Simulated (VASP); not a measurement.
## Nb: single point with PBE

Nb:

```
Nb
1.0
     2.75588    0.00000    0.00000
     0.00000    2.75588    0.00000
     0.00000    0.00000    2.75588
Nb
1
Direct
  0.00000 0.00000 0.00000
```

This cell differs from its parent crystal: volume scaled by 1.04.

| Property | Result |
| --- | --- |
| Program | VASP 6.6.1 |
| Task | single point |
| Functional | PBE |
| Potentials or basis | VASP PAW PBE potentials, release 64 (Nb_sv) |
| Cutoff | 520 eV |
| k mesh | 13 × 13 × 13 |
| Occupations | fermi-dirac, width 0.05 eV |
| Spin | collinear spin, ferromagnetic start |
| Starting moments | [1.0] μB |

* Pressure: -5.4 GPa
* Net moment: 0.00 μB per cell
* Valence electrons inside the program's atomic spheres: Nb 10.75

Levels at points of the mesh, in eV from the Fermi level:
Spin up:
```tsv
k point	band 3	band 4	band 5	band 6	band 7	band 8	band 9	band 10	band 11	band 12
(0.00, 0.00, 0.00)	-30.08	-30.08	-5.51	-2.64	-2.64	4.83	4.83	4.83	14.26	14.26
```
Spin down:
| k point | band 4 | band 5 | band 6 | band 7 | band 8 | band 9 | band 10 | band 11 |
| --- | --- | --- | --- | --- | --- | --- | --- | --- |
| (0.00, 0.00, 0.00) | -30.08 | -5.51 | -2.64 | -2.64 | 4.83 | 4.83 | 4.83 | 14.26 |

Run time: 19 s on 1 thread of Intel(R) Xeon(R) 6975P-C (Granite Rapids), with other jobs on the host, peak memory 0.16 GiB.
